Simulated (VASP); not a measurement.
# Si (a cell with a defect) in VASP: single point with PBE

Aim: the single point of Si (a cell with a defect) with PBE.

All numbers are computed with VASP 6.6.1; they aren't measurements. Logs are shortened: lines on timing, memory, paths and dates and some standing lists are left out, and cuts for length are marked.

**1. The cell of the first run**

The cell holds a defect, 33 atoms: a = 9.220 Å, b = 9.220 Å, c = 9.992 Å, α = 116.09°, β = 116.09°, γ = 92.69°.

**2. Single point, PBE**

The input, INCAR:

```
SYSTEM = Si
  ALGO = Normal
  EDIFF = 1E-6
  ENCUT = 520
  GGA = PE
  ISIF = 2
  ISMEAR = 0
  LASPH = .True.
  LCHARG = .False.
  LREAL = Auto
  LWAVE = .False.
  NBANDS = 88
  NELM = 80
  PREC = Accurate
  SIGMA = 0.02
```

The input, KPOINTS:

```
Automatic mesh
0
Gamma
  2 2 2
  0.5 0.5 0.5
```

The input, POSCAR:

```
Si
1.0
    0.0000000001     -6.6706137337      6.3650227274
   -0.0000000001      6.6706137337      6.3650227274
   -7.7025612697     -0.0000000001     -6.3650227274
Si
33
Direct
    0.4899404159      0.3278943069      0.7504863379
    0.7394158257      0.5775938341      0.2497210905
    0.1190778169      0.4501908281      0.5011213627
    0.6181372785      0.9490976801      0.4990120643
    0.9880833116      0.8048535447      0.7327640511
    0.8497246369      0.2109828105     -0.0004433590
    0.3700877902      0.6985587656     -0.0000393376
    0.2547987177      0.0722772813      0.2672048852
    0.6975941925      0.3628791140      0.4989488386
    0.9488836591      0.6169920089     -0.0000225899
    0.3216810314      0.4887869447      0.2495381643
    0.8231378202      0.9889855284      0.2492367062
    0.1988002352      0.8640507170      0.5010977342
    0.0721238800      0.2391698288      0.7503047100
    0.5738669794      0.7397404724      0.7506532954
    0.4437650336      0.1128644466     -0.0000271338
    0.6800806767      0.5122395988      0.7499367805
    0.9301546132      0.7624169740      0.2500984974
    0.3041439551      0.6369187325      0.5003366887
    0.8038679512      0.1365893202      0.4996701571
    0.1753869780      0.0085810371      0.7489708680
    0.0506690627      0.3858896420     -0.0002183689
    0.5543046079      0.8871394997     -0.0001147670
    0.4262400611      0.2596748777      0.2509683380
    0.8794931635      0.5366764316      0.4848019859
    0.1385654697      0.7985803013      0.0000006491
    0.5090707142      0.6775579097      0.2503208910
    0.0088000138      0.1776014233      0.2514975126
    0.3949729270      0.0520203755      0.5154053127
    0.2586978206      0.4272070530      0.7496493436
    0.7571116214      0.9260379069      0.7483156314
    0.6198922651      0.3084435614      0.0001834455
    0.0601712548      0.0626294994     -0.0004138883
```

Potentials or basis: VASP PAW PBE potentials, release 64 (Si).

Run with:

```
cat potpaw_PBE.64/Si/POTCAR > POTCAR
mpirun -np 1 vasp_std > vasp.out
```

OUTCAR:

```text
SYSTEM = Si
   EDIFF = 1E-6
   ENCUT = 520
   GGA = PE
   ISIF = 2
   ISMEAR = 0
   LASPH = .True.
   LREAL = Auto
   NELM = 80
   PREC = Accurate

 ion  position               nearest neighbor table
   1  0.490  0.328  0.750-  32 2.34  29 2.34  30 2.36  17 2.39
   2  0.739  0.578  0.250-  32 2.34  25 2.34  27 2.36  18 2.39
   3  0.119  0.450  0.501-  25 2.35  30 2.35  28 2.36  19 2.37
   4  0.618  0.949  0.499-  29 2.35  27 2.36  31 2.36  20 2.37
   5  0.988  0.805  0.733-  25 2.34  21 2.39  33 2.43  26 2.44  31 2.48
   6  0.850  0.211  1.000-  32 2.34  22 2.40  33 2.43  31 2.46  28 2.46
   7  0.370  0.699  1.000-  30 2.36  27 2.36  26 2.36  23 2.37
   8  0.255  0.072  0.267-  29 2.34  24 2.39  33 2.44  26 2.44  28 2.48
   9  0.698  0.363  0.499-  20 2.35  17 2.36  24 2.36  25 2.36
  10  0.949  0.617  1.000-  17 2.35  18 2.35  26 2.36  22 2.37
  11  0.322  0.489  0.250-  19 2.35  22 2.36  24 2.37  27 2.39
  12  0.823  0.989  0.249-  23 2.35  18 2.35  20 2.36  28 2.37
  13  0.199  0.864  0.501-  19 2.35  21 2.36  18 2.36  29 2.36
  14  0.072  0.239  0.750-  20 2.35  22 2.36  21 2.37  30 2.39
  15  0.574  0.740  0.751-  23 2.35  17 2.35  19 2.36  31 2.37
  16  0.444  0.113  1.000-  21 2.35  24 2.35  23 2.36  32 2.37
  17  0.680  0.512  0.750-  10 2.35  15 2.35   9 2.36   1 2.39
  18  0.930  0.762  0.250-  10 2.35  12 2.35  13 2.36   2 2.39
  19  0.304  0.637  0.500-  13 2.35  11 2.35  15 2.36   3 2.37
  20  0.804  0.137  0.500-   9 2.35  14 2.35  12 2.36   4 2.37
  21  0.175  0.009  0.749-  16 2.35  13 2.36  14 2.37   5 2.39  33 2.99
  22  0.051  0.386  1.000-  14 2.36  11 2.36  10 2.37   6 2.40  33 2.99
  23  0.554  0.887  1.000-  15 2.35  12 2.35  16 2.36   7 2.37
  24  0.426  0.260  0.251-  16 2.35   9 2.36  11 2.37   8 2.39  33 2.99
  25  0.879  0.537  0.485-   5 2.34   2 2.34   3 2.35   9 2.36
  26  0.139  0.799  0.000-  10 2.36   7 2.36   5 2.44   8 2.44  33 2.57
  27  0.509  0.678  0.250-   4 2.36   2 2.36   7 2.36  11 2.39
  28  0.009  0.178  0.251-   3 2.36  12 2.37   6 2.46   8 2.48  33 2.54
  29  0.395  0.052  0.515-   8 2.34   1 2.34   4 2.35  13 2.36
  30  0.259  0.427  0.750-   3 2.35   1 2.36   7 2.36  14 2.39
  31  0.757  0.926  0.748-   4 2.36  15 2.37   6 2.46   5 2.48  33 2.53
  32  0.620  0.308  0.000-   2 2.34   1 2.34   6 2.34  16 2.37
  33  0.060  0.063  1.000-   6 2.43   5 2.43   8 2.44  31 2.53  28 2.54  26 2.57  22 2.99  21 2.99
                            24 2.99

  LATTYP: Found a face centered orthorhombic cell.
 ALAT       =    12.7300454548
 B/A-ratio  =     1.0480109843
 C/A-ratio  =     1.2101388478

  Lattice vectors:

 A1 = (  -7.7025612698,   6.6706137336,   0.0000000000)
 A2 = (  -7.7025612697,  -0.0000000001,   6.3650227274)
 A3 = (  -0.0000000001,   6.6706137337,   6.3650227274)

Analysis of symmetry for initial positions (statically):
=====================================================================
 Subroutine PRICEL returns:
 Original cell was already a primitive cell.

 Routine SETGRP: Setting up the symmetry group for a
 face centered orthorhombic supercell.

 Subroutine GETGRP returns: Found  1 space group operations
 (whereof  1 operations were pure point group operations)
 out of a pool of  8 trial point group operations.

The static configuration has the point symmetry C_1 .

Analysis of symmetry for dynamics (positions and initial velocities):
=====================================================================
 Subroutine PRICEL returns:
 Original cell was already a primitive cell.

 Routine SETGRP: Setting up the symmetry group for a
 face centered orthorhombic supercell.

 Subroutine GETGRP returns: Found  1 space group operations
 (whereof  1 operations were pure point group operations)
 out of a pool of  8 trial point group operations.

The dynamic configuration has the point symmetry C_1 .

 Subroutine INISYM returns: Found  1 space group operations
 (whereof  1 operations are pure point group operations),
 and found     1 'primitive' translations

----------------------------------------------------------------------------------------

                                     Primitive cell

  volume of cell :     654.0801

  direct lattice vectors                    reciprocal lattice vectors
     0.000000000 -6.670613734  6.365022727    -0.064913473 -0.074955622  0.078554315
    -0.000000000  6.670613734  6.365022727    -0.064913473  0.074955622  0.078554315
    -7.702561270 -0.000000000 -6.365022727    -0.129826945 -0.000000000  0.000000000

  length of vectors
     9.220119408  9.220119408  9.992145137     0.126502508  0.126502508  0.129826945

  position of ions in fractional coordinates (direct lattice)
     0.489940416  0.327894307  0.750486338
     0.739415826  0.577593834  0.249721091
     0.119077817  0.450190828  0.501121363
     0.618137279  0.949097680  0.499012064
     0.988083312  0.804853545  0.732764051
     0.849724637  0.210982810  0.999556641
[... 25 lines left out ...]
     0.619892265  0.308443561  0.000183445
     0.060171255  0.062629499  0.999586112

  ion indices of the primitive-cell ions
   primitive index   ion index
                 1           1
                 2           2
                 3           3
                 4           4
                 5           5
                 6           6
[... 25 lines left out ...]
                32          32
                33          33

----------------------------------------------------------------------------------------

 KPOINTS: Automatic mesh

Automatic generation of k-mesh.
 Grid dimensions read from file:
 generate k-points for:    2    2    2

 Generating k-lattice:

  Cartesian coordinates                     Fractional coordinates (reciprocal lattice)
    -0.032456736 -0.037477811  0.039277157     0.500000000  0.000000000  0.000000000
    -0.032456736  0.037477811  0.039277157     0.000000000  0.500000000  0.000000000
    -0.064913473 -0.000000000  0.000000000     0.000000000  0.000000000  0.500000000

  Length of vectors
     0.063251254  0.063251254  0.064913473

  Shift w.r.t. Gamma in fractional coordinates (k-lattice)
     0.500000000  0.500000000  0.500000000

 Subroutine IBZKPT returns following result:
 ===========================================

 Found      4 irreducible k-points:

 Following reciprocal coordinates:
            Coordinates               Weight
  0.250000  0.250000  0.250000      2.000000
 -0.250000  0.250000  0.250000      2.000000
 -0.250000  0.250000 -0.250000      2.000000
 -0.250000 -0.250000  0.250000      2.000000
   k-points           NKPTS =      4   k-points in BZ     NKDIM =      4   number of bands    NBANDS=     88
   number of dos      NEDOS =    301   number of ions     NIONS =     33
   total plane-waves  NPLWV = 392000
   dimension x,y,z NGX =    70 NGY =   70 NGZ =   80
   dimension x,y,z NGXF=   140 NGYF=  140 NGZF=  160
   ions per type =              33
   NGX,Y,Z   is equivalent  to a cutoff of  12.62, 12.62, 13.31 a.u.
   NGXF,Y,Z  is equivalent  to a cutoff of  25.24, 25.24, 26.62 a.u.
 SYSTEM =  Si
   PREC   = accura    normal or accurate (medium, high low for compatibility)
   ISTART =      0    job   : 0-new  1-cont  2-samecut
   ICHARG =      2    charge: 1-file 2-atom 10-const
   ISPIN  =      1    spin polarized calculation?
   LNONCOLLINEAR =      F non collinear calculations
   LSORBIT =      F    spin-orbit coupling
   LASPH  =      T    aspherical Exc in radial PAW
   ENCUT  =  520.0 eV  38.22 Ry    6.18 a.u.  17.14 17.14 18.58*2*pi/ulx,y,z
   NELM   =     80;   NELMIN=  2; NELMDL= -5     # of ELM steps
   EDIFF  = 0.1E-05   stopping-criterion for ELM
   LREAL  =      T    real-space projection
   EDIFFG = 0.1E-04   stopping-criterion for IOM
   NSW    =      0    number of steps for IOM
   IBRION =     -1    ionic relax: 0-MD 1-quasi-New 2-CG
   NFREE  =      0    steps in history (QN), initial steepest desc. (CG)
   ISIF   =      2    stress and relaxation
   ISYM   =      2    0-nonsym 1-usesym 2-fastsym
   POTIM  = 0.5000    time-step for ionic-motion
   TEBEG  =    0.0;   TEEND  =   0.0 temperature during run
   PSTRESS=    0.0 pullay stress
   NELECT =     132.0000    total number of electrons
   NUPDOWN=      -1.0000    fix difference up-down
   EMIN   =  10.00;   EMAX   =-10.00  energy-range for DOS
   EFERMI =   0.00;   METHOD = LEGACY
   ISMEAR =     0;   SIGMA  =   0.02  broadening in eV -4-tet -1-fermi 0-gaus
   EFERMI_NEDOS =   21; number of points for ismear=-14 and -15
   IALGO  =     38    algorithm
   IMIX   =      4    mixing-type and parameters
     AMIX     =   0.40;   BMIX     =  1.00
     AMIX_MAG =   1.60;   BMIX_MAG =  1.00
  volume/ion in A,a.u.               =      19.82       133.76
  Fermi-wavevector in a.u.,A,eV,Ry     =   0.960261  1.814630 12.545941  0.922101
  Thomas-Fermi vector in A             =   2.089529
   LORBIT       =      0    0 simple, 1 ext, 2 COOP (PROOUT), +10 PAW based schemes
   GGA     = PE    functional components
   LHFCALC =     F    Hartree Fock is set to
   AEXX    =    0.0000 exact exchange contribution
   IVDW    =     0    specifies the selected vdW correction
   LEPSILON=     F    determine dielectric tensor
   LRPA    =     F    only Hartree local field effects (RPA)
 non-spin polarized calculation
 Gauss-broadening in eV      SIGMA  =   0.02
  energy-cutoff  :      520.00
  volume of cell :      654.08
 maximum number of plane-waves:     17670
 NGX is ok and might be reduce to    70
   NGX = 35   NGY = 35   NGZ = 37

 number of electron     132.0000000 magnetization

 Free energy of the ion-electron system (eV)
  ---------------------------------------------------
  ext. energy  EPLUGINS =         0.00000000
  ---------------------------------------------------
  free energy    TOTEN  =      -175.11892018 eV

  energy without entropy =     -175.11112686  energy(sigma->0) =     -175.11502352

 E-fermi :   6.6068     XC(G=0):  -9.4778

 val. band max:        6.5692261040   @ k =   0.2500   0.2500   0.2500
 cond. band min:       6.6116546461   @ k =  -0.2500   0.2500   0.2500
 fundamental gap:      0.0424285421
 Fermi energy:         6.6068067349

 k-point     1 :       0.2500    0.2500    0.2500
  band No.  band energies     occupation
      1      -6.1437      2.00000
      2      -5.3109      2.00000
      3      -5.1947      2.00000
      4      -5.1416      2.00000
      5      -4.1787      2.00000
      6      -3.9394      2.00000
[... 313 lines left out ...]
     77       8.1586      0.00000
     78       8.2049      0.00000
 [bands above 78 left out]

------------------------ aborting loop because EDIFF is reached ----------------------------------------

  FORCE on cell =-STRESS in cart. coord.  units (eV):
  Direction    XX          YY          ZZ          XY          YZ          ZX
  --------------------------------------------------------------------------------------
  -------------------------------------------------------------------------------------
  Total        7.3439277      7.7188199     -1.5216319     -0.0556814      0.0447517      0.0131211
  in kB       17.9890432     18.9073465     -3.7272565     -0.1363923      0.1096198      0.0321404
  external PRESSURE =      11.0563777 kB  Pullay stress =       0.0000000 kB

 VOLUME and BASIS-vectors are now :
 -----------------------------------------------------------------------------
  energy-cutoff  :      520.00
  volume of cell :      654.08
      direct lattice vectors                 reciprocal lattice vectors
     0.000000000 -6.670613734  6.365022727    -0.064913473 -0.074955622  0.078554315
    -0.000000000  6.670613734  6.365022727    -0.064913473  0.074955622  0.078554315
    -7.702561270 -0.000000000 -6.365022727    -0.129826945 -0.000000000  0.000000000

 POSITION                                       TOTAL-FORCE (eV/Angst)
 -----------------------------------------------------------------------------------
     -5.78067     -1.08095      0.42867        -0.001737      0.022718     -0.011442
     -1.92349     -1.07945      6.79332         0.002600      0.026967     -0.014560
     -3.85992      2.20873      0.43376         0.030338     -0.021675     -0.013040
     -3.84367      2.20771      6.79926        -0.034913     -0.025818     -0.014055
     -5.64416     -1.22225      6.74802         0.024194     -0.037810     -0.062494
     -7.69915     -4.26080      0.38923         0.010450      0.060441     -0.039275
[... 25 lines left out ...]
     -0.00141     -2.07755      5.90771        -0.004217      0.043174     -0.016040
     -7.69937      0.01640     -5.58076         0.009367      0.018732      0.464899
 -----------------------------------------------------------------------------------
    total drift:                               -0.004309     -0.003683     -0.009570

  FREE ENERGIE OF THE ION-ELECTRON SYSTEM (eV)
  ---------------------------------------------------
  free  energy   TOTEN  =      -175.1189201809 eV

  energy  without entropy=     -175.1111268620  energy(sigma->0) =     -175.11502352
```

It took 3.6 min on 1 thread of Intel Xeon 6975P-C (Granite Rapids), shared host; peak memory 0.75 GiB.

What came out:

```
Free energy            : -175.1189 eV
Pressure               : 1.1 GPa
Largest force          : 0.465 eV/Å
Band gap on the k mesh : zero (bands 66 and 67 overlap by 0.04 eV)
```

Forces on the atoms (eV/Å):
```
Si  -0.002  0.023 -0.011
Si   0.003  0.027 -0.015
Si   0.030 -0.022 -0.013
Si  -0.035 -0.026 -0.014
Si   0.024 -0.038 -0.062
Si   0.010  0.060 -0.039
Si   0.000  0.031 -0.030
Si  -0.024 -0.022 -0.067
Si   0.010 -0.005 -0.016
Si   0.002  0.012 -0.005
Si   0.003 -0.005 -0.003
Si   0.016 -0.005  0.000
Si  -0.011 -0.004 -0.015
Si  -0.004 -0.002 -0.004
Si  -0.017 -0.001  0.001
Si   0.001  0.010 -0.010
Si  -0.002 -0.007 -0.012
Si   0.002 -0.004 -0.012
Si  -0.004 -0.001 -0.005
Si   0.001 -0.001 -0.004
Si  -0.003 -0.005 -0.043
Si   0.003  0.002 -0.023
Si   0.001  0.004 -0.027
Si   0.003 -0.001 -0.042
Si   0.034 -0.023 -0.017
Si   0.000  0.077  0.017
Si   0.000  0.004 -0.005
Si   0.076 -0.069  0.023
Si  -0.044 -0.028 -0.016
Si   0.001  0.008 -0.005
Si  -0.079 -0.056  0.025
Si  -0.004  0.043 -0.016
Si   0.009  0.019  0.465
```

Levels at points of the mesh, in eV from the Fermi level:
| k point | band 62 | band 63 | band 64 | band 65 | band 66 | band 67 | band 68 | band 69 |
| --- | --- | --- | --- | --- | --- | --- | --- | --- |
| (0.25, 0.25, 0.25) | -1.89 | -1.79 | -1.74 | -1.64 | -0.29 | -0.04 | 0.01 | 0.26 |

Caveat: the k points lie up to 0.40 Å⁻¹ apart.

The gap in the log of VASP goes by the Fermi energy; the results here count the filled bands.